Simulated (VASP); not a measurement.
# SiO2 (I4_122) in VASP: relaxation of cell and atoms with PBE+D4

Aim: the relaxation of cell and atoms of SiO2 with PBE+D4.

Program: VASP 6.6.1. These are calculated values, not measurements. Logs are shortened: lines on timing, memory, paths and dates and some standing lists are left out, and cuts for length are marked.

## 1. The cell of the first run

Symmetry: I4_122, No. 98, tetragonal system. The conventional cell has a = 5.676 Å, b = 5.676 Å, c = 11.320 Å, α = 90.00°, β = 90.00°, γ = 90.00°. Si (site symmetry 2) has 4 O at 1.63 to 1.64 Å within 2.2 Å. Within 2.2 Å of O (site symmetry 2) lie 2 Si at 1.63 Å. Within 2.2 Å of O (site symmetry 2) lie 2 Si at 1.64 Å.

## 2. Relaxation of cell and atoms, PBE+D4

Contents of INCAR:

```
SYSTEM = SiO2
PREC     = Accurate       ! precision mode
ENCUT    = 600            ! plane-wave cutoff, eV
EDIFF    = 1E-6           ! SCF threshold, eV
ISMEAR   = -1             ! smearing method
SIGMA    = 0.05           ! smearing width, eV
LREAL    = .False.        ! projectors in reciprocal space
LASPH    = .True.         ! aspherical terms in the spheres
NELM     = 80             ! most SCF steps
ALGO     = Normal         ! electronic algorithm
ISIF     = 3              ! what is computed and relaxed
LWAVE    = .False.        ! write WAVECAR
LCHARG   = .False.        ! write CHGCAR
GGA      = PE             ! functional
IVDW     = 13             ! dispersion correction
IBRION   = 2              ! ionic algorithm
NSW      = 60             ! ionic steps
EDIFFG   = -0.01          ! ionic threshold
```

Contents of KPOINTS:

```
regular mesh
0
Gamma
  7 7 7
  0 0 0
```

Contents of POSCAR:

```
SiO2
1.0
   -2.8378980000      2.8378980000      5.6602100000
    2.8378980000     -2.8378980000      5.6602100000
    2.8378980000      2.8378980000     -5.6602100000
Si O
4 8
Direct
    0.8750000000      0.2636180000      0.8886180000
    0.0136180000      0.6250000000      0.8886180000
    0.7363820000      0.1250000000      0.1113820000
    0.3750000000      0.9863820000      0.1113820000
    0.6337270000      0.1337270000      0.5000000000
    0.4678770000      0.9678770000      0.9357540000
    0.0321230000      0.5321230000      0.0642460000
    0.1162730000      0.1162730000      0.0000000000
    0.8837270000      0.8837270000      0.0000000000
    0.8662730000      0.3662730000      0.5000000000
    0.2821230000      0.7178770000      0.0000000000
    0.7178770000      0.2821230000      0.0000000000
```

Potentials or basis: VASP PAW PBE potentials, release 64 (Si, O).

Run with:

```sh
$ cat potpaw_PBE.64/Si/POTCAR potpaw_PBE.64/O/POTCAR > POTCAR
$ mpirun -np 1 vasp_std > vasp.out
```

OUTCAR:

```text
SYSTEM = SiO2
   PREC = Accurate
   ENCUT = 600
   EDIFF = 1E-6
   ISMEAR = -1
   LREAL = .False.
   LASPH = .True.
   NELM = 80
   ISIF = 3
   GGA = PE
   IVDW = 13
   IBRION = 2
   NSW = 60
   EDIFFG = -0.01

 ion  position               nearest neighbor table
   1  0.875  0.264  0.889-   8 1.63   5 1.63   7 1.64  12 1.64   2 2.97   3 2.97
   2  0.014  0.625  0.889-   9 1.63  10 1.63   7 1.64  11 1.64   1 2.97   4 2.97
   3  0.736  0.125  0.111-   9 1.63  10 1.63   6 1.64  12 1.64   1 2.97   4 2.97
   4  0.375  0.986  0.111-   5 1.63   8 1.63   6 1.64  11 1.64   3 2.97   2 2.97
   5  0.634  0.134  0.500-   1 1.63   4 1.63
   6  0.468  0.968  0.936-   4 1.64   3 1.64
   7  0.032  0.532  0.064-   2 1.64   1 1.64
   8  0.116  0.116  0.000-   1 1.63   4 1.63
   9  0.884  0.884  0.000-   3 1.63   2 1.63
  10  0.866  0.366  0.500-   2 1.63   3 1.63
  11  0.282  0.718  0.000-   2 1.64   4 1.64
  12  0.718  0.282  0.000-   1 1.64   3 1.64

  LATTYP: Found a body centered tetragonal cell.
 ALAT       =     5.6757960000
 C/A-ratio  =     1.9945079069

  Lattice vectors:

 A1 = (  -2.8378980000,   2.8378980000,   5.6602100000)
 A2 = (   2.8378980000,  -2.8378980000,   5.6602100000)
 A3 = (   2.8378980000,   2.8378980000,  -5.6602100000)

Analysis of symmetry for initial positions (statically):
=====================================================================
 Subroutine PRICEL returns:
 Original cell was already a primitive cell.

 Routine SETGRP: Setting up the symmetry group for a
 body centered tetragonal supercell.

 Subroutine GETGRP returns: Found  8 space group operations
 (whereof  4 operations were pure point group operations)
 out of a pool of 16 trial point group operations.

The static configuration has the point symmetry D_2 .
 The point group associated with its full space group is D_4 .

Analysis of symmetry for dynamics (positions and initial velocities):
=====================================================================
 Subroutine PRICEL returns:
 Original cell was already a primitive cell.

 Routine SETGRP: Setting up the symmetry group for a
 body centered tetragonal supercell.

 Subroutine GETGRP returns: Found  8 space group operations
 (whereof  4 operations were pure point group operations)
 out of a pool of 16 trial point group operations.

The dynamic configuration has the point symmetry D_2 .
 The point group associated with its full space group is D_4 .

 Subroutine INISYM returns: Found  8 space group operations
 (whereof  4 operations are pure point group operations),
 and found     1 'primitive' translations

----------------------------------------------------------------------------------------

                                     Primitive cell

  volume of cell :     182.3417

  direct lattice vectors                    reciprocal lattice vectors
    -2.837898000  2.837898000  5.660210000     0.000000000  0.176186741  0.088335945
     2.837898000 -2.837898000  5.660210000     0.176186741  0.000000000  0.088335945
     2.837898000  2.837898000 -5.660210000     0.176186741  0.176186741  0.000000000

  length of vectors
     6.938681961  6.938681961  6.938681961     0.197091367  0.197091367  0.249165679

  position of ions in fractional coordinates (direct lattice)
     0.875000000  0.263618000  0.888618000
     0.013618000  0.625000000  0.888618000
     0.736382000  0.125000000  0.111382000
     0.375000000  0.986382000  0.111382000
     0.633727000  0.133727000  0.500000000
     0.467877000  0.967877000  0.935754000
     0.032123000  0.532123000  0.064246000
     0.116273000  0.116273000  0.000000000
     0.883727000  0.883727000  0.000000000
     0.866273000  0.366273000  0.500000000
     0.282123000  0.717877000  0.000000000
     0.717877000  0.282123000  0.000000000

  ion indices of the primitive-cell ions
   primitive index   ion index
                 1           1
                 2           2
                 3           3
                 4           4
                 5           5
                 6           6
                 7           7
                 8           8
                 9           9
                10          10
                11          11
                12          12

----------------------------------------------------------------------------------------

 KPOINTS: regular mesh

Automatic generation of k-mesh.
 Grid dimensions read from file:
 generate k-points for:    7    7    7

 Generating k-lattice:

  Cartesian coordinates                     Fractional coordinates (reciprocal lattice)
     0.000000000  0.025169534  0.012619421     0.142857143  0.000000000  0.000000000
     0.025169534  0.000000000  0.012619421     0.000000000  0.142857143  0.000000000
     0.025169534  0.025169534  0.000000000     0.000000000  0.000000000  0.142857143

  Length of vectors
     0.028155910  0.028155910  0.035595097

  Shift w.r.t. Gamma in fractional coordinates (k-lattice)
     0.000000000  0.000000000  0.000000000

 Subroutine IBZKPT returns following result:
 ===========================================

 Found     40 irreducible k-points:

 Following reciprocal coordinates:
            Coordinates               Weight
  0.000000  0.000000  0.000000      1.000000
  0.142857 -0.000000  0.000000      8.000000
  0.285714  0.000000  0.000000      8.000000
  0.428571  0.000000  0.000000      8.000000
  0.142857  0.142857  0.000000      8.000000
  0.285714  0.142857  0.000000     16.000000
[... 16 lines left out ...]
 -0.142857  0.285714  0.142857      8.000000
 -0.428571  0.428571  0.142857      8.000000
 [... further k-points ...]
   k-points           NKPTS =     40   k-points in BZ     NKDIM =     40   number of bands    NBANDS=     39
   number of dos      NEDOS =    301   number of ions     NIONS =     12
   total plane-waves  NPLWV = 175616
   dimension x,y,z NGX =    56 NGY =   56 NGZ =   56
   dimension x,y,z NGXF=   112 NGYF=  112 NGZF=  112
   ions per type =               4   8
   NGX,Y,Z   is equivalent  to a cutoff of  13.42, 13.42, 13.42 a.u.
   NGXF,Y,Z  is equivalent  to a cutoff of  26.83, 26.83, 26.83 a.u.
 SYSTEM =  SiO2
   PREC   = accura    normal or accurate (medium, high low for compatibility)
   ISTART =      0    job   : 0-new  1-cont  2-samecut
   ICHARG =      2    charge: 1-file 2-atom 10-const
   ISPIN  =      1    spin polarized calculation?
   LNONCOLLINEAR =      F non collinear calculations
   LSORBIT =      F    spin-orbit coupling
   LASPH  =      T    aspherical Exc in radial PAW
   ENCUT  =  600.0 eV  44.10 Ry    6.64 a.u.  13.86 13.86 13.86*2*pi/ulx,y,z
   NELM   =     80;   NELMIN=  2; NELMDL= -5     # of ELM steps
   EDIFF  = 0.1E-05   stopping-criterion for ELM
   LREAL  =      F    real-space projection
   EDIFFG = -.1E-01   stopping-criterion for IOM
   NSW    =     60    number of steps for IOM
   IBRION =      2    ionic relax: 0-MD 1-quasi-New 2-CG
   NFREE  =      1    steps in history (QN), initial steepest desc. (CG)
   ISIF   =      3    stress and relaxation
   ISYM   =      2    0-nonsym 1-usesym 2-fastsym
   POTIM  = 0.5000    time-step for ionic-motion
   TEBEG  =    0.0;   TEEND  =   0.0 temperature during run
   PSTRESS=    0.0 pullay stress
   NELECT =      64.0000    total number of electrons
   NUPDOWN=      -1.0000    fix difference up-down
   EMIN   =  10.00;   EMAX   =-10.00  energy-range for DOS
   EFERMI =   0.00;   METHOD = LEGACY
   ISMEAR =    -1;   SIGMA  =   0.05  broadening in eV -4-tet -1-fermi 0-gaus
   EFERMI_NEDOS =   21; number of points for ismear=-14 and -15
   IALGO  =     38    algorithm
   IMIX   =      4    mixing-type and parameters
     AMIX     =   0.40;   BMIX     =  1.00
     AMIX_MAG =   1.60;   BMIX_MAG =  1.00
  volume/ion in A,a.u.               =      15.20       102.54
  Fermi-wavevector in a.u.,A,eV,Ry     =   1.154798  2.182252 18.144172  1.333559
  Thomas-Fermi vector in A             =   2.291432
   LORBIT       =      0    0 simple, 1 ext, 2 COOP (PROOUT), +10 PAW based schemes
   GGA     = PE    functional components
   LHFCALC =     F    Hartree Fock is set to
   AEXX    =    0.0000 exact exchange contribution
   IVDW    =    13    specifies the selected vdW correction
   LEPSILON=     F    determine dielectric tensor
   LRPA    =     F    only Hartree local field effects (RPA)
 conjugate gradient relaxation of ions
 non-spin polarized calculation
  energy-cutoff  :      600.00
  volume of cell :      182.34
 maximum number of plane-waves:      6115
   NGX = 27   NGY = 27   NGZ = 27

--------------------------------------- Ionic step        1  -------------------------------------------

 number of electron      64.0000006 magnetization

 Free energy of the ion-electron system (eV)
  ---------------------------------------------------
  ext. energy  EPLUGINS =         0.00000000
  ---------------------------------------------------
  free energy    TOTEN  =       -93.22279948 eV

  energy without entropy =      -93.22279948  energy(sigma->0) =      -93.22279948

------------------------ aborting loop because EDIFF is reached ----------------------------------------

  DFT-D4 for vdW energy calculation

  Edisp (eV):   -1.66539
[... 135 lines left out ...]
  FREE ENERGIE OF THE ION-ELECTRON SYSTEM (eV)
  ---------------------------------------------------
  free  energy   TOTEN  =       -94.8969097419 eV

  energy  without entropy=      -94.8969097418  energy(sigma->0) =      -94.89690974

[... ionic steps 4 to 14 ...]

--------------------------------------- Ionic step       15  -------------------------------------------

 number of electron      64.0000008 magnetization

------------------------ aborting loop because EDIFF is reached ----------------------------------------
[... 95 lines left out ...]
--------------------------------------- Ionic step       17  -------------------------------------------

 number of electron      64.0000008 magnetization

 Free energy of the ion-electron system (eV)
  ---------------------------------------------------
  ext. energy  EPLUGINS =         0.00000000
  ---------------------------------------------------
  free energy    TOTEN  =       -93.20217033 eV

  energy without entropy =      -93.20217033  energy(sigma->0) =      -93.20217033

 E-fermi :   1.3540     XC(G=0):  -8.2460

 val. band max:        0.3235640907   @ k =   0.0000   0.0000   0.0000
 cond. band min:       5.1690293944   @ k =   0.0000   0.0000   0.0000
 fundamental gap:      4.8454653036
 Fermi energy:         1.3540060824

 k-point     1 :       0.0000    0.0000    0.0000
  band No.  band energies     occupation
      1     -19.4483      2.00000
      2     -18.1360      2.00000
      3     -17.8920      2.00000
      4     -17.8920      2.00000
      5     -17.6266      2.00000
      6     -17.4842      2.00000
[... 997 lines left out ...]
     38       9.4597      0.00000
     39       9.6848      0.00000

 [... further k-points ...]

------------------------ aborting loop because EDIFF is reached ----------------------------------------

  DFT-D4 for vdW energy calculation

  Edisp (eV):   -1.70992
[... 35 lines left out ...]
  FREE ENERGIE OF THE ION-ELECTRON SYSTEM (eV)
  ---------------------------------------------------
  free  energy   TOTEN  =       -94.9120948340 eV

  energy  without entropy=      -94.9120948339  energy(sigma->0) =      -94.91209483

 reached required accuracy - stopping structural energy minimisation
```

Run time: 86 min. Hardware: 1 thread of Oxide Virtual Turin-like, shared host; peak memory 0.59 GiB.

Results:

| Property | Result |
| --- | --- |
| Free energy | -94.9121 eV |
| Relaxed volume | 14.79 Å³/atom |
| Relaxed cell | a = 6.898 Å, b = 6.898 Å, c = 6.898 Å, α = 132.05°, β = 132.05°, γ = 70.15° |
| Space group after relaxing (to 0.1 Å) | I4_122 (No. 98) |
| Energy gained by relaxing | 2.0 meV/atom |
| Ionic steps | 17 |
| Pressure after relaxing | 0.0 GPa |
| Largest force after relaxing | 0.004 eV/Å |
| Band gap on the k mesh | 4.85 eV |
| Dispersion energy per atom | -0.142 eV |

Forces in eV/Å, atoms in the order of the input:
```
Si   0.001  0.000  0.000
Si   0.000  0.001  0.000
Si   0.000 -0.001  0.000
Si  -0.001  0.000  0.000
O    0.000  0.000  0.003
O    0.003  0.003  0.000
O   -0.003 -0.003  0.000
O    0.000  0.000 -0.003
O    0.000  0.000  0.003
O    0.000  0.000 -0.003
O    0.003 -0.003  0.000
O   -0.003  0.003  0.000
```

Step by step:
```tsv
step	energy change (eV)	largest force (eV/Å)	pressure (GPa)	volume (Å³)
1	0.0000	0.0110	-1.50	182.34
2	0.0014	0.2781	1.70	178.60
3	-0.0087	0.1257	0.01	180.53
4	-0.0120	0.0970	0.00	180.15
5	-0.0164	0.2015	-0.05	179.30
6	-0.0169	0.2513	-0.06	178.89
7	-0.0179	0.2245	-0.07	178.78
8	-0.0203	0.1446	-0.07	178.43
9	-0.0225	0.0754	-0.05	177.74
10	-0.0225	0.0744	-0.05	177.67
11	-0.0228	0.0683	-0.03	177.63
12	-0.0233	0.0518	0.02	177.53
13	-0.0238	0.0177	0.13	177.32
14	-0.0238	0.0124	0.14	177.28
15	-0.0239	0.0114	0.00	177.40
16	-0.0239	0.0117	0.00	177.41
17	-0.0239	0.0040	-0.02	177.42
```

Final structure:
```
Si O
1.0
    -2.80293    2.80293    5.64572
     2.80293   -2.80293    5.64572
     2.80293    2.80293   -5.64572
Si O
4 8
Direct
  0.87500 0.26769 0.89269
  0.01769 0.62500 0.89269
  0.73230 0.12500 0.10730
  0.37500 0.98230 0.10730
  0.63527 0.13527 0.50000
  0.46265 0.96265 0.92531
  0.03735 0.53735 0.07469
  0.11473 0.11473 0.00000
  0.88527 0.88527 0.00000
  0.86474 0.36473 0.50000
  0.28735 0.71265 0.00000
  0.71265 0.28735 0.00000
```

A k mesh can miss the band edges.
